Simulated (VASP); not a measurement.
Set up this calculation in VASP 6.6.1, as the native input.

* Task: single point
* Functional: PBE
* Potentials or basis: VASP PAW PBE potentials, release 64 (Al, B, Sb, P)
* Cutoff: 520 eV
* k mesh: 4 × 4 × 4
* Occupations: gaussian, width 0.2 eV
* Spin: no spin polarisation
* Dipole correction: no
* Further INCAR settings: ALGO = Normal; EDIFF = 1e-06; NBANDS = 25

The structure of Al4BSbP2 lies in POSCAR:

```
Al4BSbP2
1.0
    5.3267233153      0.0000000000      0.0000000000
    0.0000000000      5.3267233153      0.0000000000
    0.0000000000      0.0000000000      5.9077745630
Al B Sb P
4 1 1 2
Direct
    0.2109261983      0.7890738017      0.7426382447
    0.7890738017      0.2109261983      0.7426382447
    0.7890738017      0.7890738017      0.2573617553
    0.2109261983      0.2109261983      0.2573617553
    0.0000000000      0.0000000000      0.0000000000
    0.5000000000      0.5000000000      0.0000000000
    0.0000000000      0.5000000000      0.5000000000
    0.5000000000      0.0000000000      0.5000000000
```

These files were run (other wordings do the same):

INCAR

```
SYSTEM = Al4BSbP2
ALGO = Normal
EDIFF = 1E-6
ENCUT = 520
GGA = PE
ISIF = 2
ISMEAR = 0
LASPH = .True.
LCHARG = .True.
LELF = .True.
LREAL = .False.
LVHAR = .True.
LWAVE = .False.
NBANDS = 25
NELM = 60
PREC = Accurate
SIGMA = 0.2
```

KPOINTS

```
k-points
0
Gamma
  4 4 4
  0 0 0
```

Potentials or basis: VASP PAW PBE potentials, release 64 (Al, B, Sb, P).

Run with:

```sh
$ cat potpaw_PBE.64/Al/POTCAR potpaw_PBE.64/B/POTCAR potpaw_PBE.64/Sb/POTCAR potpaw_PBE.64/P/POTCAR > POTCAR
$ mpirun -np 1 vasp_std > vasp.out
```

It gave:

| Property | Result |
| --- | --- |
| Pressure | 0.1 GPa |
| Largest force | 0.045 eV/Å |
| Band gap on the k mesh | zero (bands 15 and 16 overlap by 1.60 eV) |

Caveat: spin-orbit coupling is left out, which moves the levels of the heavy elements.

Wall time 110 s on 1 thread of Intel Xeon 8259CL, on a shared host, peak memory 0.31 GiB.
